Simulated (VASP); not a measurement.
# Sb3Se (I4/mmm) in VASP: single point with PBE

Aim: the single point of Sb3Se with PBE.

Everything below comes from runs of VASP 6.6.1. Logs are shortened: lines on timing, memory, paths and dates and some standing lists are left out, and cuts for length are marked.

### 1 The cell of the first run

The structure is tetragonal, space group I4/mmm (No. 139). Conventional cell: a = 5.337 Å, b = 5.337 Å, c = 9.341 Å, α = 90.00°, β = 90.00°, γ = 90.00°. Sb (site symmetry -4m2) has 10 Sb at 3.55 to 4.67 Å and 4 Se at 3.55 Å within 4.7 Å. Within 4.7 Å of Sb (site symmetry 4/mmm) lie 8 Sb at 3.55 Å and 6 Se at 3.77 to 4.67 Å. Within 4.7 Å of Se (site symmetry 4/mmm) lie 14 Sb at 3.55 to 4.67 Å.

### 2 Single point, PBE

INCAR reads:

```
PREC     = Accurate       # precision mode
ENCUT    = 520            # plane-wave cutoff, eV
EDIFF    = 1E-7           # SCF threshold, eV
ISMEAR   = 0              # smearing method
SIGMA    = 0.1            # smearing width, eV
LREAL    = False          # projectors in reciprocal space
LASPH    = True           # aspherical terms in the spheres
NELM     = 80             # most SCF steps
ALGO     = Normal         # electronic algorithm
ISIF     = 2              # what is computed and relaxed
LWAVE    = False          # write WAVECAR
LCHARG   = True           # write CHGCAR
GGA      = PE             # functional
LELF     = True           # ELF
LVHAR    = True         
NBANDS   = 18             # bands
```

KPOINTS reads:

```
regular mesh
0
Gamma
  4 4 4
```

POSCAR reads:

```
Sb3Se
1.0
   -2.6687186500      2.6687186500      4.6705355900
    2.6687186500     -2.6687186500      4.6705355900
    2.6687186500      2.6687186500     -4.6705355900
Sb Se
3 1
Direct
    0.7500000000      0.2500000000      0.5000000000
    0.2500000000      0.7500000000      0.5000000000
    0.5000000000      0.5000000000      0.0000000000
    0.0000000000      0.0000000000      0.0000000000
```

Potentials or basis: VASP PAW PBE potentials, release 64 (Sb, Se).

Run with:

```console
$ cat potpaw_PBE.64/Sb/POTCAR potpaw_PBE.64/Se/POTCAR > POTCAR
$ mpirun -np 1 vasp_std > vasp.out
```

OUTCAR:

```text
PREC = Accurate
   ENCUT = 520
   EDIFF = 1E-7
   ISMEAR = 0
   LREAL = False
   LASPH = True
   NELM = 80
   ISIF = 2
   GGA = PE

 ion  position               nearest neighbor table
   1  0.750  0.250  0.500-   3 3.55   3 3.55   3 3.55   3 3.55   2 3.77   2 3.77   2 3.77   2 3.77

   2  0.250  0.750  0.500-   3 3.55   3 3.55   3 3.55   3 3.55   1 3.77   1 3.77   1 3.77   1 3.77

   3  0.500  0.500  0.000-   2 3.55   1 3.55   2 3.55   1 3.55   1 3.55   2 3.55   1 3.55   2 3.55

   4  0.000  0.000  0.000-

  LATTYP: Found a body centered tetragonal cell.
 ALAT       =     5.3374373000
 C/A-ratio  =     1.7501041520

  Lattice vectors:

 A1 = (  -2.6687186500,   2.6687186500,   4.6705355900)
 A2 = (   2.6687186500,  -2.6687186500,   4.6705355900)
 A3 = (   2.6687186500,   2.6687186500,  -4.6705355900)

Analysis of symmetry for initial positions (statically):
=====================================================================
 Subroutine PRICEL returns:
 Original cell was already a primitive cell.

 Routine SETGRP: Setting up the symmetry group for a
 body centered tetragonal supercell.

 Subroutine GETGRP returns: Found 16 space group operations
 (whereof 16 operations were pure point group operations)
 out of a pool of 16 trial point group operations.

The static configuration has the point symmetry D_4h.

Analysis of symmetry for dynamics (positions and initial velocities):
=====================================================================
 Subroutine PRICEL returns:
 Original cell was already a primitive cell.

 Routine SETGRP: Setting up the symmetry group for a
 body centered tetragonal supercell.

 Subroutine GETGRP returns: Found 16 space group operations
 (whereof 16 operations were pure point group operations)
 out of a pool of 16 trial point group operations.

The dynamic configuration has the point symmetry D_4h.

 Subroutine INISYM returns: Found 16 space group operations
 (whereof 16 operations are pure point group operations),
 and found     1 'primitive' translations

----------------------------------------------------------------------------------------

                                     Primitive cell

  volume of cell :     133.0553

  direct lattice vectors                    reciprocal lattice vectors
    -2.668718650  2.668718650  4.670535590     0.000000000  0.187355831  0.107054103
     2.668718650 -2.668718650  4.670535590     0.187355831  0.000000000  0.107054103
     2.668718650  2.668718650 -4.670535590     0.187355831  0.187355831  0.000000000

  length of vectors
     6.004833150  6.004833150  6.004833150     0.215784125  0.215784125  0.264961157

  position of ions in fractional coordinates (direct lattice)
     0.750000000  0.250000000  0.500000000
     0.250000000  0.750000000  0.500000000
     0.500000000  0.500000000  0.000000000
     0.000000000  0.000000000  0.000000000

  ion indices of the primitive-cell ions
   primitive index   ion index
                 1           1
                 2           2
                 3           3
                 4           4

----------------------------------------------------------------------------------------

 KPOINTS: regular mesh

Automatic generation of k-mesh.
 Grid dimensions read from file:
 generate k-points for:    4    4    4

 Generating k-lattice:

  Cartesian coordinates                     Fractional coordinates (reciprocal lattice)
     0.000000000  0.046838958  0.026763526     0.250000000 -0.000000000  0.000000000
     0.046838958  0.000000000  0.026763526    -0.000000000  0.250000000  0.000000000
     0.046838958  0.046838958  0.000000000     0.000000000  0.000000000  0.250000000

  Length of vectors
     0.053946031  0.053946031  0.066240289

  Shift w.r.t. Gamma in fractional coordinates (k-lattice)
     0.000000000  0.000000000  0.000000000

 Subroutine IBZKPT returns following result:
 ===========================================

 Found     13 irreducible k-points:

 Following reciprocal coordinates:
            Coordinates               Weight
  0.000000  0.000000  0.000000      1.000000
  0.250000 -0.000000  0.000000      8.000000
  0.500000 -0.000000  0.000000      4.000000
  0.250000  0.250000  0.000000      8.000000
  0.500000  0.250000  0.000000     16.000000
 -0.250000  0.250000  0.000000      4.000000
  0.500000  0.500000  0.000000      2.000000
  0.250000  0.250000  0.250000      2.000000
 -0.250000  0.250000  0.250000      4.000000
  0.500000  0.500000  0.250000      4.000000
 -0.250000  0.500000  0.250000      8.000000
 -0.250000 -0.250000  0.250000      2.000000
  0.500000  0.500000  0.500000      1.000000
   k-points           NKPTS =     13   k-points in BZ     NKDIM =     13   number of bands    NBANDS=     18
   number of dos      NEDOS =    301   number of ions     NIONS =      4
   total plane-waves  NPLWV = 110592
   dimension x,y,z NGX =    48 NGY =   48 NGZ =   48
   dimension x,y,z NGXF=    96 NGYF=   96 NGZF=   96
   ions per type =               3   1
   NGX,Y,Z   is equivalent  to a cutoff of  13.29, 13.29, 13.29 a.u.
   NGXF,Y,Z  is equivalent  to a cutoff of  26.58, 26.58, 26.58 a.u.
 SYSTEM =  unknown system
   PREC   = accura    normal or accurate (medium, high low for compatibility)
   ISTART =      0    job   : 0-new  1-cont  2-samecut
   ICHARG =      2    charge: 1-file 2-atom 10-const
   ISPIN  =      1    spin polarized calculation?
   LNONCOLLINEAR =      F non collinear calculations
   LSORBIT =      F    spin-orbit coupling
   LASPH  =      T    aspherical Exc in radial PAW
   ENCUT  =  520.0 eV  38.22 Ry    6.18 a.u.  11.17 11.17 11.17*2*pi/ulx,y,z
   NELM   =     80;   NELMIN=  2; NELMDL= -5     # of ELM steps
   EDIFF  = 0.1E-06   stopping-criterion for ELM
   LREAL  =      F    real-space projection
   EDIFFG = 0.1E-05   stopping-criterion for IOM
   NSW    =      0    number of steps for IOM
   IBRION =     -1    ionic relax: 0-MD 1-quasi-New 2-CG
   NFREE  =      0    steps in history (QN), initial steepest desc. (CG)
   ISIF   =      2    stress and relaxation
   ISYM   =      2    0-nonsym 1-usesym 2-fastsym
   POTIM  = 0.5000    time-step for ionic-motion
   TEBEG  =    0.0;   TEEND  =   0.0 temperature during run
   PSTRESS=    0.0 pullay stress
   NELECT =      21.0000    total number of electrons
   NUPDOWN=      -1.0000    fix difference up-down
   EMIN   =  10.00;   EMAX   =-10.00  energy-range for DOS
   EFERMI =   0.00;   METHOD = LEGACY
   ISMEAR =     0;   SIGMA  =   0.10  broadening in eV -4-tet -1-fermi 0-gaus
   EFERMI_NEDOS =   21; number of points for ismear=-14 and -15
   IALGO  =     38    algorithm
   IMIX   =      4    mixing-type and parameters
     AMIX     =   0.40;   BMIX     =  1.00
     AMIX_MAG =   1.60;   BMIX_MAG =  1.00
  volume/ion in A,a.u.               =      33.26       224.48
  Fermi-wavevector in a.u.,A,eV,Ry     =   0.884716  1.671871 10.649583  0.782722
  Thomas-Fermi vector in A             =   2.005653
   LORBIT       =      0    0 simple, 1 ext, 2 COOP (PROOUT), +10 PAW based schemes
   GGA     = PE    functional components
   LHFCALC =     F    Hartree Fock is set to
   AEXX    =    0.0000 exact exchange contribution
   IVDW    =     0    specifies the selected vdW correction
   LEPSILON=     F    determine dielectric tensor
   LRPA    =     F    only Hartree local field effects (RPA)
 non-spin polarized calculation
 Gauss-broadening in eV      SIGMA  =   0.10
  energy-cutoff  :      520.00
  volume of cell :      133.06
 maximum number of plane-waves:      3622
 NGX is ok and might be reduce to    48
   NGX = 23   NGY = 23   NGZ = 23

 number of electron      20.9999998 magnetization

 Free energy of the ion-electron system (eV)
  ---------------------------------------------------
  ext. energy  EPLUGINS =         0.00000000
  ---------------------------------------------------
  free energy    TOTEN  =       -13.85369638 eV

  energy without entropy =      -13.83689701  energy(sigma->0) =      -13.84529669

 E-fermi :   4.6663     XC(G=0):  -9.1154

 val. band max:        4.6327633982   @ k =   0.5000   0.5000   0.5000
 cond. band min:       4.7222044727   @ k =   0.2500   0.2500   0.0000
 fundamental gap:      0.0894410745
 Fermi energy:         4.6662729575

 k-point     1 :       0.0000    0.0000    0.0000
  band No.  band energies     occupation
      1      -7.7924      2.00000
      2      -5.2072      2.00000
      3      -3.0298      2.00000
      4      -2.4313      2.00000
      5       1.6175      2.00000
      6       2.2640      2.00000
[... 10 lines left out ...]
     17       8.5837      0.00000
     18       9.3721      0.00000

 k-point     2 :       0.2500   -0.0000    0.0000
  band No.  band energies     occupation
      1      -7.6379      2.00000
      2      -5.1727      2.00000
      3      -3.4294      2.00000
      4      -2.8092      2.00000
      5       1.8174      2.00000
      6       1.9338      2.00000
[... 10 lines left out ...]
     17       9.9318      0.00000
     18      10.8595      0.00000

 k-point     3 :       0.5000   -0.0000    0.0000
  band No.  band energies     occupation
      1      -7.4639      2.00000
      2      -5.0217      2.00000
      3      -4.0463      2.00000
      4      -3.0902      2.00000
      5       1.8250      2.00000
      6       1.9882      2.00000
[... 10 lines left out ...]
     17      11.5703      0.00000
     18      11.9807      0.00000

 k-point     4 :       0.2500    0.2500    0.0000
  band No.  band energies     occupation
      1      -7.4896      2.00000
      2      -4.9864      2.00000
      3      -3.7177      2.00000
      4      -3.3940      2.00000
      5       1.4033      2.00000
      6       1.5609      2.00000
[... 144 lines left out ...]
      4      -3.3666      2.00000
      5       1.2275      2.00000
      6       1.9251      2.00000
[... 10 lines left out ...]
     17      10.3098      0.00000
     18      10.7092      0.00000

 k-point    12 :      -0.2500   -0.2500    0.2500
  band No.  band energies     occupation
      1      -7.6394      2.00000
      2      -5.1707      2.00000
      3      -3.2701      2.00000
      4      -3.1357      2.00000
      5       1.2377      2.00000
      6       1.2377      2.00000
[... 10 lines left out ...]
     17       9.6870      0.00000
     18       9.7564      0.00000

 k-point    13 :       0.5000    0.5000    0.5000
  band No.  band energies     occupation
      1      -7.4646      2.00000
      2      -5.0243      2.00000
      3      -4.0832      2.00000
      4      -3.2336      2.00000
      5       0.8245      2.00000
      6       0.8245      2.00000
[... 10 lines left out ...]
     17       9.3185      0.00000
     18       9.8543      0.00000

------------------------ aborting loop because EDIFF is reached ----------------------------------------

  FORCE on cell =-STRESS in cart. coord.  units (eV):
  Direction    XX          YY          ZZ          XY          YZ          ZX
  --------------------------------------------------------------------------------------
  -------------------------------------------------------------------------------------
  Total       -6.3202062     -6.3202062     -9.2994940      0.0000000     -0.0000000      0.0000000
  in kB      -76.1043654    -76.1043654   -111.9792726      0.0000000     -0.0000000      0.0000000
  external PRESSURE =     -88.0626678 kB  Pullay stress =       0.0000000 kB

 VOLUME and BASIS-vectors are now :
 -----------------------------------------------------------------------------
  energy-cutoff  :      520.00
  volume of cell :      133.06
      direct lattice vectors                 reciprocal lattice vectors
    -2.668718650  2.668718650  4.670535590     0.000000000  0.187355831  0.107054103
     2.668718650 -2.668718650  4.670535590     0.187355831  0.000000000  0.107054103
     2.668718650  2.668718650 -4.670535590     0.187355831  0.187355831  0.000000000

 POSITION                                       TOTAL-FORCE (eV/Angst)
 -----------------------------------------------------------------------------------
      0.00000      2.66872      2.33527        -0.000000     -0.000000      0.000000
      2.66872      0.00000      2.33527        -0.000000      0.000000     -0.000000
      0.00000      0.00000      4.67054         0.000000     -0.000000      0.000000
      0.00000      0.00000      0.00000         0.000000     -0.000000      0.000000
 -----------------------------------------------------------------------------------
    total drift:                                0.000000     -0.000000     -0.000000

  FREE ENERGIE OF THE ION-ELECTRON SYSTEM (eV)
  ---------------------------------------------------
  free  energy   TOTEN  =       -13.8536963786 eV

  energy  without entropy=      -13.8368970070  energy(sigma->0) =      -13.84529669
```

Run time: 51 s. Hardware: 1 thread of Intel Xeon 6975P-C, shared host; peak memory 0.31 GiB.

Results:

* Free energy: -13.8537 eV
* Pressure: -8.8 GPa

Caveat: the k points lie up to 0.42 Å⁻¹ apart; spin-orbit coupling is left out, which moves the levels of the heavy elements.
